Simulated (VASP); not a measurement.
A run of VASP 6.6.1 is set up as follows.

File INCAR:

```
SYSTEM = IrPt3
PREC = Accurate
ENCUT = 520
EDIFF = 1E-6
ISMEAR = -1
SIGMA = 0.05
LREAL = .FALSE.
LASPH = .TRUE.
NELM = 80
ALGO = Normal
ISIF = 2
LWAVE = .FALSE.
LCHARG = .FALSE.
GGA = PS
NBANDS = 28
```

File KPOINTS:

```
regular mesh
0
G
  7 7 7
  0 0 0
```

The input POSCAR:

```
IrPt3
1.0
    4.0287482234      0.0000000000      0.0000000000
    0.0000000000      4.0287482234      0.0000000000
    0.0000000000      0.0000000000      4.0287482234
Pt Ir
3 1
Direct
    0.5000000000      0.5000000000      0.0000000000
    0.5000000000      0.0000000000      0.5000000000
    0.0000000000      0.5000000000      0.5000000000
    0.0000000000      0.0000000000      0.0000000000
```

Potentials or basis: VASP PAW PBE potentials, release 64 (Pt, Ir).

Run with:

```bash
$ cat potpaw_PBE.64/Pt/POTCAR potpaw_PBE.64/Ir/POTCAR > POTCAR
$ mpirun -np 1 vasp_std > vasp.out
```

Task: What does it give for the pressure?

Result: -24.0 GPa.

Caveat: the PAW data sets were made with another functional, which shifts forces and pressure a little.
